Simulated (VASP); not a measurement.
# Hf (P6/mmm) in VASP: notebook

Runs on Hf. Level: LDA. Tasks: single point.

Everything below comes from runs of VASP 6.6.1. Logs are shortened: lines on timing, memory, paths and dates and some standing lists are left out, and cuts for length are marked.

## (1) The cell of the first run

The structure is hexagonal, space group P6/mmm (No. 191). The conventional cell has a = 4.995 Å, b = 4.995 Å, c = 3.107 Å, α = 90.00°, β = 90.00°, γ = 120.00°. Hf (site symmetry 6/mmm) has 14 Hf at 3.11 to 3.28 Å within 4.1 Å. Hf (site symmetry -6m2) has 11 Hf at 2.88 to 3.28 Å within 3.8 Å.

## (2) Single point, LDA

Contents of INCAR:

```
PREC = Accurate
ENCUT = 520
EDIFF = 1E-6
ISMEAR = -1
SIGMA = 0.05
LREAL = F
LASPH = T
NELM = 80
ALGO = Normal
ISIF = 2
LWAVE = F
LCHARG = F
GGA = CA
NBANDS = 22
```

Contents of KPOINTS:

```
regular mesh
0
Gamma
  6 6 9
```

Contents of POSCAR:

```
Hf
1.0
    4.9951936113      0.0000000000      0.0000000000
   -2.4975968057      4.3259645642      0.0000000000
    0.0000000000      0.0000000000      3.1066714698
Hf
3
Direct
    0.0000000000      0.0000000000      0.0000000000
    0.3333333333      0.6666666667      0.5000000000
    0.6666666667      0.3333333333      0.5000000000
```

Potentials or basis: VASP PAW LDA potentials, release 64 (Hf_pv).

The run is started by

```
cat potpaw_LDA.64/Hf_pv/POTCAR > POTCAR
mpirun -np 1 vasp_std > vasp.out
```

OUTCAR:

```text
PREC = Accurate
   ENCUT = 520
   EDIFF = 1E-6
   ISMEAR = -1
   LREAL = F
   LASPH = T
   NELM = 80
   ISIF = 2
   GGA = CA

 ion  position               nearest neighbor table
   1  0.000  0.000  0.000-   2 3.28   3 3.28   2 3.28   3 3.28   3 3.28   3 3.28   2 3.28   2 3.28
                             3 3.28   3 3.28   2 3.28   2 3.28
   2  0.333  0.667  0.500-   3 2.88   3 2.88   3 2.88   1 3.28   1 3.28   1 3.28   1 3.28   1 3.28
                             1 3.28
   3  0.667  0.333  0.500-   2 2.88   2 2.88   2 2.88   1 3.28   1 3.28   1 3.28   1 3.28   1 3.28
                             1 3.28

  LATTYP: Found a hexagonal cell.
 ALAT       =     4.9951936113
 C/A-ratio  =     0.6219321435

  Lattice vectors:

 A1 = (   4.9951936113,   0.0000000000,   0.0000000000)
 A2 = (  -2.4975968057,   4.3259645642,   0.0000000000)
 A3 = (   0.0000000000,   0.0000000000,   3.1066714698)

Analysis of symmetry for initial positions (statically):
=====================================================================
 Subroutine PRICEL returns:
 Original cell was already a primitive cell.

 Routine SETGRP: Setting up the symmetry group for a
 hexagonal supercell.

 Subroutine GETGRP returns: Found 24 space group operations
 (whereof 24 operations were pure point group operations)
 out of a pool of 24 trial point group operations.

The static configuration has the point symmetry D_6h.

Analysis of symmetry for dynamics (positions and initial velocities):
=====================================================================
 Subroutine PRICEL returns:
 Original cell was already a primitive cell.

 Routine SETGRP: Setting up the symmetry group for a
 hexagonal supercell.

 Subroutine GETGRP returns: Found 24 space group operations
 (whereof 24 operations were pure point group operations)
 out of a pool of 24 trial point group operations.

The dynamic configuration has the point symmetry D_6h.

 Subroutine INISYM returns: Found 24 space group operations
 (whereof 24 operations are pure point group operations),
 and found     1 'primitive' translations

----------------------------------------------------------------------------------------

                                     Primitive cell

  volume of cell :      67.1322

[... 80 lines left out ...]
 SYSTEM =  unknown system
   PREC   = accura    normal or accurate (medium, high low for compatibility)
   ISTART =      0    job   : 0-new  1-cont  2-samecut
   ICHARG =      2    charge: 1-file 2-atom 10-const
   ISPIN  =      1    spin polarized calculation?
   LNONCOLLINEAR =      F non collinear calculations
   LSORBIT =      F    spin-orbit coupling
   LASPH  =      T    aspherical Exc in radial PAW
   ENCUT  =  520.0 eV  38.22 Ry    6.18 a.u.   9.29  9.29  5.78*2*pi/ulx,y,z
   NELM   =     80;   NELMIN=  2; NELMDL= -5     # of ELM steps
   EDIFF  = 0.1E-05   stopping-criterion for ELM
   LREAL  =      F    real-space projection
   EDIFFG = 0.1E-04   stopping-criterion for IOM
   NSW    =      0    number of steps for IOM
   IBRION =     -1    ionic relax: 0-MD 1-quasi-New 2-CG
   NFREE  =      0    steps in history (QN), initial steepest desc. (CG)
   ISIF   =      2    stress and relaxation
   ISYM   =      2    0-nonsym 1-usesym 2-fastsym
   POTIM  = 0.5000    time-step for ionic-motion
   TEBEG  =    0.0;   TEEND  =   0.0 temperature during run
   PSTRESS=    0.0 pullay stress
   NELECT =      30.0000    total number of electrons
   NUPDOWN=      -1.0000    fix difference up-down
   EMIN   =  10.00;   EMAX   =-10.00  energy-range for DOS
   EFERMI =   0.00;   METHOD = LEGACY
   ISMEAR =    -1;   SIGMA  =   0.05  broadening in eV -4-tet -1-fermi 0-gaus
   EFERMI_NEDOS =   21; number of points for ismear=-14 and -15
   IALGO  =     38    algorithm
   IMIX   =      4    mixing-type and parameters
     AMIX     =   0.40;   BMIX     =  1.00
     AMIX_MAG =   1.60;   BMIX_MAG =  1.00
  volume/ion in A,a.u.               =      22.38       151.01
  Fermi-wavevector in a.u.,A,eV,Ry     =   1.251618  2.365215 21.314166  1.566547
  Thomas-Fermi vector in A             =   2.385557
   LORBIT       =      0    0 simple, 1 ext, 2 COOP (PROOUT), +10 PAW based schemes
   GGA     = CA    functional components
   LHFCALC =     F    Hartree Fock is set to
   AEXX    =    0.0000 exact exchange contribution
   IVDW    =     0    specifies the selected vdW correction
   LEPSILON=     F    determine dielectric tensor
   LRPA    =     F    only Hartree local field effects (RPA)
 non-spin polarized calculation
  energy-cutoff  :      520.00
  volume of cell :       67.13
 maximum number of plane-waves:      1836
 NGX is ok and might be reduce to    40
   NGX = 19   NGY = 19   NGZ = 11

 number of electron      30.0000002 magnetization

 Free energy of the ion-electron system (eV)
  ---------------------------------------------------
  ext. energy  EPLUGINS =         0.00000000
  ---------------------------------------------------
  free energy    TOTEN  =       -31.87540617 eV

  energy without entropy =      -31.84994035  energy(sigma->0) =      -31.86267326

 E-fermi :   4.5804     XC(G=0): -11.4678

 val. band max:        4.5795693774   @ k =   0.3333   0.3333   0.2222
 cond. band min:       4.5823065287   @ k =   0.3333   0.1667   0.4444
 fundamental gap:      0.0027371513
 Fermi energy:         4.5803669230

 k-point     1 :       0.0000    0.0000    0.0000
  band No.  band energies     occupation
      1     -26.0141      2.00000
      2     -26.0141      2.00000
      3     -25.9182      2.00000
      4     -25.9182      2.00000
      5     -25.6027      2.00000
      6     -25.3434      2.00000
[... 589 lines left out ...]
     21       8.1159      0.00000
     22       8.9838      0.00000

 [... further k-points ...]
[... 5 lines left out ...]
  --------------------------------------------------------------------------------------
  -------------------------------------------------------------------------------------
  Total       -3.7078649     -3.7078649     -3.2651413      0.0000000     -0.0000000     -0.0000000
  in kB      -88.4919711    -88.4919711    -77.9259222      0.0000000     -0.0000000     -0.0000000
  external PRESSURE =     -84.9699548 kB  Pullay stress =       0.0000000 kB

 VOLUME and BASIS-vectors are now :
 -----------------------------------------------------------------------------
  energy-cutoff  :      520.00
  volume of cell :       67.13
      direct lattice vectors                 reciprocal lattice vectors
     4.995193611  0.000000000  0.000000000     0.200192441  0.115581159  0.000000000
    -2.497596806  4.325964564  0.000000000     0.000000000  0.231162319  0.000000000
     0.000000000  0.000000000  3.106671470     0.000000000  0.000000000  0.321887914

 POSITION                                       TOTAL-FORCE (eV/Angst)
 -----------------------------------------------------------------------------------
      0.00000      0.00000      0.00000        -0.000000     -0.000000      0.000000
     -0.00000      2.88398      1.55334         0.000000     -0.000000     -0.000000
      2.49760      1.44199      1.55334        -0.000000      0.000000      0.000000
 -----------------------------------------------------------------------------------
    total drift:                                0.000000     -0.000000      0.000000

  FREE ENERGIE OF THE ION-ELECTRON SYSTEM (eV)
  ---------------------------------------------------
  free  energy   TOTEN  =       -31.8754061731 eV

  energy  without entropy=      -31.8499403463  energy(sigma->0) =      -31.86267326
```

OSZICAR:

```text
N       E                     dE             d eps       ncg     rms          rms(c)
DAV:   1     0.946800056341E+02    0.94680E+02   -0.16548E+04  1540   0.129E+03
DAV:   2    -0.276185475371E+02   -0.12230E+03   -0.11606E+03  1774   0.298E+02
DAV:   3    -0.330171521701E+02   -0.53986E+01   -0.50803E+01  2108   0.382E+01
DAV:   4    -0.331111639509E+02   -0.94012E-01   -0.93804E-01  1854   0.499E+00
DAV:   5    -0.331132061537E+02   -0.20422E-02   -0.20418E-02  2012   0.634E-01    0.779E+01
DAV:   6    -0.321933900200E+02    0.91982E+00   -0.84416E-01  1696   0.571E+00    0.454E+01
DAV:   7    -0.318954078393E+02    0.29798E+00   -0.13637E+00  1690   0.645E+00    0.253E+00
DAV:   8    -0.318829703393E+02    0.12438E-01   -0.10584E-01  2034   0.192E+00    0.225E+00
DAV:   9    -0.318755702866E+02    0.74001E-02   -0.40670E-02  1906   0.131E+00    0.742E-01
DAV:  10    -0.318754214862E+02    0.14880E-03   -0.35185E-03  1912   0.389E-01    0.856E-02
DAV:  11    -0.318754058251E+02    0.15661E-04   -0.17599E-04  1964   0.901E-02    0.372E-02
DAV:  12    -0.318754064271E+02   -0.60205E-06   -0.18967E-05  1920   0.290E-02    0.202E-02
DAV:  13    -0.318754061731E+02    0.25403E-06   -0.87619E-07  1268   0.691E-03
   1 F= -.31875406E+02 E0= -.31862673E+02  d E =-.254658E-01
```

stdout:

```text
POSCAR found type information on POSCAR Hf
 POSCAR found :  1 types and       3 ions
 scaLAPACK will be used
 LDA part: xc-table for (Slater(with rela. corr.)+CA(PZ))
 , standard interpolation
 POSCAR, INCAR and KPOINTS ok, starting setup
 FFT: planning ... GRIDC
 FFT: planning ... GRID_SOFT
 FFT: planning ... GRID
 WAVECAR not read
 entering main loop
```

Run time: 24 s. Hardware: 1 thread of Intel Xeon 6975P-C (Granite Rapids), shared host; peak memory 0.18 GiB.

Results:

```
Free energy            : -31.8754 eV
Pressure               : -8.5 GPa
Band gap on the k mesh : zero (band 15 reaches 4.85 eV, above the bottom of band 16 at 4.05 eV)
```

Caveat: spin-orbit coupling is left out, which moves the levels of the heavy elements.

## (3) Single point, LDA

This run uses another cell than the first one, of 22.82 Å³/atom, 1.020 times its volume.

Contents of INCAR:

```
SYSTEM = Hf
  PREC = Accurate
  ENCUT = 520
  EDIFF = 1E-6
  ISMEAR = -1
  SIGMA = 0.05
  LREAL = .FALSE.
  LASPH = .TRUE.
  NELM = 80
  ALGO = Normal
  ISIF = 2
  LWAVE = .FALSE.
  LCHARG = .TRUE.
  LELF = .TRUE.
  LVHAR = .TRUE.
  NBANDS = 22
```

Contents of KPOINTS:

```
Automatic mesh
0
G
  6 6 9
  0 0 0
```

Contents of POSCAR:

```
Hf
1.0
    5.0276308424      0.0000000000      0.0000000000
   -2.5138154212      4.3540560303      0.0000000000
    0.0000000000      0.0000000000      3.1268452265
Hf
3
Direct
    0.0000000000      0.0000000000      0.0000000000
    0.3333333333      0.6666666667      0.5000000000
    0.6666666667      0.3333333333      0.5000000000
```

Potentials or basis: VASP PAW LDA potentials, release 64 (Hf_pv).

The run is started by

```
cat potpaw_LDA.64/Hf_pv/POTCAR > POTCAR
mpirun -np 1 vasp_std > vasp.out
```

Run time: 22 s. Hardware: 1 thread of Intel Xeon 6975P-C (Granite Rapids), shared host; peak memory 0.18 GiB.

The run converged. Its results:

```
Free energy            : -31.7987 eV
Pressure               : -10.2 GPa
Band gap on the k mesh : zero (band 15 reaches 4.72 eV, above the bottom of band 16 at 3.91 eV)
```

Stress tensor (GPa, compression positive):
```
-10.53   0.00   0.00
  0.00 -10.53   0.00
  0.00   0.00  -9.53
```

Levels at points of the mesh, in eV from the Fermi level:
```csv
k point,band 11,band 12,band 13,band 14,band 15,band 16,band 17,band 18,band 19,band 20
"(0.00, 0.00, 0.00)",-2.39,-0.64,-0.59,-0.59,-0.53,-0.53,1.03,2.03,2.03,2.73
"(0.50, 0.00, 0.00)",-4.39,-3.41,-0.41,-0.39,-0.32,0.20,0.82,1.11,1.51,2.85
```

Caveat: spin-orbit coupling is left out, which moves the levels of the heavy elements.

## (4) Single point, LDA

This run uses another cell than the first one, of 23.25 Å³/atom, 1.039 times its volume.

Contents of INCAR:

```
SYSTEM = Hf
PREC = Accurate ; ENCUT = 520
EDIFF = 1E-7 ; ISMEAR = -1
SIGMA = 0.05 ; LREAL = .FALSE.
LASPH = .TRUE. ; NELM = 80
ALGO = Fast ; ISIF = 2
LWAVE = .FALSE. ; LCHARG = .TRUE.
GGA = CA ; LELF = .TRUE.
LVHAR = .TRUE. ; NBANDS = 22
```

Contents of KPOINTS:

```
regular mesh
0
G
  6 6 9
  0 0 0
```

Contents of POSCAR:

```
Hf
1.0
    5.0596548321      0.0000000000      0.0000000000
   -2.5298274161      4.3817896190      0.0000000000
    0.0000000000      0.0000000000      3.1467619751
Hf
3
Direct
    0.0000000000      0.0000000000      0.0000000000
    0.3333333333      0.6666666667      0.5000000000
    0.6666666667      0.3333333333      0.5000000000
```

Potentials or basis: VASP PAW LDA potentials, release 64 (Hf_pv).

The run is started by

```
cat potpaw_LDA.64/Hf_pv/POTCAR > POTCAR
mpirun -np 1 vasp_std > vasp.out
```

OUTCAR:

```text
SYSTEM = Hf
   PREC = Accurate
   ENCUT = 520
   EDIFF = 1E-7
   ISMEAR = -1
   LREAL = .FALSE.
   LASPH = .TRUE.
   NELM = 80
   ISIF = 2
   GGA = CA

 ion  position               nearest neighbor table
   1  0.000  0.000  0.000-   2 3.32   3 3.32   2 3.32   3 3.32   3 3.32   3 3.32   2 3.32   2 3.32
                             3 3.32   3 3.32   2 3.32   2 3.32
   2  0.333  0.667  0.500-   3 2.92   3 2.92   3 2.92   1 3.32   1 3.32   1 3.32   1 3.32   1 3.32
                             1 3.32
   3  0.667  0.333  0.500-   2 2.92   2 2.92   2 2.92   1 3.32   1 3.32   1 3.32   1 3.32   1 3.32
                             1 3.32

  LATTYP: Found a hexagonal cell.
[... 799 lines left out ...]
  --------------------------------------------------------------------------------------
  -------------------------------------------------------------------------------------
  Total       -5.2571575     -5.2571575     -4.8432324      0.0000000      0.0000000     -0.0000000
  in kB     -120.7327968   -120.7327968   -111.2268366      0.0000000      0.0000000     -0.0000000
  external PRESSURE =    -117.5641434 kB  Pullay stress =       0.0000000 kB

 VOLUME and BASIS-vectors are now :
 -----------------------------------------------------------------------------
  energy-cutoff  :      520.00
  volume of cell :       69.76
      direct lattice vectors                 reciprocal lattice vectors
     5.059654832  0.000000000  0.000000000     0.197641941  0.114108628  0.000000000
    -2.529827416  4.381789619  0.000000000     0.000000000  0.228217255  0.000000000
     0.000000000  0.000000000  3.146761975     0.000000000  0.000000000  0.317786985

 POSITION                                       TOTAL-FORCE (eV/Angst)
 -----------------------------------------------------------------------------------
      0.00000      0.00000      0.00000        -0.000000      0.000000     -0.000000
     -0.00000      2.92119      1.57338         0.000000     -0.000000     -0.000000
      2.52983      1.46060      1.57338        -0.000000      0.000000      0.000000
 -----------------------------------------------------------------------------------
    total drift:                                0.000000     -0.000000      0.000000

  FREE ENERGIE OF THE ION-ELECTRON SYSTEM (eV)
  ---------------------------------------------------
  free  energy   TOTEN  =       -31.7086305828 eV

  energy  without entropy=      -31.6828339153  energy(sigma->0) =      -31.69573225
```

OSZICAR:

```text
N       E                     dE             d eps       ncg     rms          rms(c)
DAV:   1     0.950121461041E+02    0.95012E+02   -0.16414E+04  1548   0.128E+03
DAV:   2    -0.274699433859E+02   -0.12248E+03   -0.11656E+03  1770   0.300E+02
DAV:   3    -0.329261711759E+02   -0.54562E+01   -0.51359E+01  2134   0.384E+01
DAV:   4    -0.330199537159E+02   -0.93783E-01   -0.93492E-01  1844   0.497E+00
DAV:   5    -0.330218284514E+02   -0.18747E-02   -0.18742E-02  2062   0.611E-01    0.757E+01
RMM:   6    -0.320335130232E+02    0.98832E+00   -0.84488E-01  1543   0.484E+00    0.454E+01
RMM:   7    -0.317287443706E+02    0.30477E+00   -0.19682E+00  1896   0.723E+00    0.284E+00
RMM:   8    -0.317125977841E+02    0.16147E-01   -0.15933E-01  1971   0.255E+00    0.112E+00
RMM:   9    -0.317082908789E+02    0.43069E-02   -0.29271E-02  1881   0.939E-01    0.409E-01
RMM:  10    -0.317087279905E+02   -0.43711E-03   -0.85065E-03  2234   0.363E-01    0.433E-01
RMM:  11    -0.317086340216E+02    0.93969E-04   -0.69728E-04  1955   0.135E-01    0.250E-01
RMM:  12    -0.317086297956E+02    0.42260E-05   -0.14356E-04  2176   0.582E-02    0.466E-02
RMM:  13    -0.317086349832E+02   -0.51876E-05   -0.43031E-05  1958   0.299E-02    0.146E-01
RMM:  14    -0.317086303577E+02    0.46255E-05   -0.10479E-05  1922   0.157E-02    0.264E-02
RMM:  15    -0.317086305316E+02   -0.17399E-06   -0.34531E-06  2187   0.831E-03    0.906E-03
RMM:  16    -0.317086305828E+02   -0.51167E-07   -0.52389E-07  1741   0.322E-03
   1 F= -.31708631E+02 E0= -.31695732E+02  d E =-.257967E-01
```

It took 32 s on 1 thread of Intel Xeon 6975P-C (Granite Rapids), shared host; peak memory 0.18 GiB.

Results:

| Item | Value |
| --- | --- |
| Free energy | -31.7086 eV |
| Pressure | -11.8 GPa |
| Band gap on the k mesh | zero (band 15 reaches 4.59 eV, above the bottom of band 16 at 3.78 eV) |

Stress tensor (GPa, compression positive):
```
-12.07   0.00   0.00
  0.00 -12.07   0.00
  0.00   0.00 -11.12
```

Levels at points of the mesh, in eV from the Fermi level:
```csv
k point,band 12,band 13,band 14,band 15,band 16,band 17,band 18,band 19
"(0.00, 0.00, 0.00)",-0.64,-0.59,-0.59,-0.53,-0.53,1.01,2.00,2.00
"(0.50, 0.00, 0.00)",-3.35,-0.38,-0.36,-0.30,0.21,0.81,1.04,1.50
```

Caveat: spin-orbit coupling is left out, which moves the levels of the heavy elements.

## (5) Summary

```csv
cell,gap on the mesh (eV),pressure (GPa)
"a = 4.995, b = 4.995, c = 3.107 Å, angles 90.0, 90.0, 120.0°, 3 atoms",none,-8.5
"a = 5.028, b = 5.028, c = 3.127 Å, angles 90.0, 90.0, 120.0°, 3 atoms",none,-10.2
"a = 5.060, b = 5.060, c = 3.147 Å, angles 90.0, 90.0, 120.0°, 3 atoms",none,-11.8
```

Alike in all rows: task single point; level LDA; potentials or basis VASP PAW LDA potentials, release 64 (Hf_pv); no spin polarisation; k mesh 6 × 6 × 9; cutoff (eV) 520; smearing fermi-dirac 0.05 eV.

Caveats: spin-orbit coupling is left out, which moves the levels of the heavy elements.

Absolute energies hang on the potentials; compare differences alone.
